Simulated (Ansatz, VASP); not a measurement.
## One calculation of Zr, two programs

```
CELL_PARAMETERS angstrom
3.13047 0.00000 0.00000
-1.56523 2.71106 0.00000
0.00000 0.00000 5.01488
ATOMIC_POSITIONS crystal
Zr 0.33333 0.66667 0.25000
Zr 0.66667 0.33333 0.75000
```

Alike in both runs: task single point; functional BLYP; k mesh 18 × 18 × 10; occupations fermi-dirac, width 0.1 eV; no spin polarisation.

```csv
,VASP,Ansatz
version,VASP 6.6.1,Ansatz 0.2.0
potentials or method,"VASP PAW PBE potentials, release 64 (Zr_sv), cutoff 520 eV","plane waves (420 eV) with PAW, scalar-relativistic"
valence electrons in the cell,24,24
```

Ansatz gave:

```
pressure (GPa)                                                : 14.0
traceless stress, the component that is largest in VASP (GPa) : 1.09
```

Estimate VASP's values.

pressure (GPa): 14.2; traceless stress, the component that is largest in VASP (GPa): 1.14.

VASP's potentials were made for PBE, not for BLYP. The functional is the same, so the differences come from potentials, cutoffs and numerics.
